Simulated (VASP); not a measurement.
Set up this calculation in VASP 6.6.1, as the native input.

```
Task                   : single point
Functional             : PBEsol
Potentials or basis    : VASP PAW PBE potentials, release 64 (Zr_sv, S)
Cutoff                 : 520 eV
k mesh                 : 20 × 20 × 20
Occupations            : gaussian, width 0.15 eV
Spin                   : no spin polarisation
Dipole correction      : no
Further INCAR settings : ALGO = Normal; EDIFF = 1e-06; NBANDS = 16
```

The structure of ZrS lies in POSCAR:

```
ZrS
1.0
    0.0000000000      2.6218214802      2.6605676105
    2.6218214802      0.0000000000      2.6605676105
    2.6218214802      2.6218214802      0.0000000000
Zr S
1 1
Direct
    0.0000000000      0.0000000000      0.0000000000
    0.5000000000      0.5000000000      0.5000000000
```

This cell differs from its parent crystal: strain +0.015 along x and y, +0.030 along z.

The input as run:

INCAR

```
PREC     = Accurate       # precision mode
ENCUT    = 520            # plane-wave cutoff, eV
EDIFF    = 1E-6           # SCF threshold, eV
ISMEAR   = 0              # smearing method
SIGMA    = 0.15           # smearing width, eV
LREAL    = F              # projectors in reciprocal space
LASPH    = T              # aspherical terms in the spheres
NELM     = 100            # most SCF steps
ALGO     = Normal         # electronic algorithm
ISIF     = 2              # what is computed and relaxed
LWAVE    = F              # write WAVECAR
LCHARG   = F              # write CHGCAR
GGA      = PS             # functional
NBANDS   = 16             # bands
```

KPOINTS

```
Automatic mesh
0
Gamma
  20 20 20
```

Potentials or basis: VASP PAW PBE potentials, release 64 (Zr_sv, S).

Command:

```sh
$ cat potpaw_PBE.64/Zr_sv/POTCAR potpaw_PBE.64/S/POTCAR > POTCAR
$ mpirun -np 1 vasp_std > vasp.out
```

Results of the run:

The pressure is -7.5 GPa and the band gap on the k mesh is zero (bands 9 and 10 overlap by 2.70 eV).

Caveat: the cell differs from its parent crystal (strain +0.015 along x and y, +0.030 along z); the cell stands under tension; the PAW data sets were made with another functional, which shifts forces and pressure a little.

Run time: 3.2 min on 1 thread of Intel(R) Xeon(R) Platinum 8488C (Sapphire Rapids), on a shared host, peak memory 0.46 GiB.
